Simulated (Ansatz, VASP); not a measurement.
MgB2: VASP beside Ansatz

```xyz
3
Lattice="3.0850 0.0000 0.0000 -1.5425 2.6717 0.0000 0.0000 0.0000 3.5935" Properties=species:S:1:pos:R:3 pbc="T T T"
Mg    0.0000    0.0000    0.0000
B     0.0000    1.7811    1.7967
B     1.5425    0.8906    1.7967
```

Change from the starting cell: zz strain of +2 %.

Alike in both runs: task single point; functional PBE; k mesh 12 × 12 × 9; occupations fermi-dirac, width 0.05 eV; no spin polarisation.

```csv
,VASP,Ansatz
version,VASP 6.6.1,Ansatz 0.2.0
potentials or method,"VASP PAW PBE potentials, release 64 (Mg, B), cutoff 520 eV","all-electron LAPW, scalar-relativistic"
```

```tsv
	VASP	Ansatz	Ansatz less VASP
pressure (GPa)	-3.3	-3.1	+0.22
traceless stress, the component that is largest in VASP (GPa)	-2.63	-2.47	+0.157
```

Ansatz ran all-electron here, and VASP with PAW potentials.
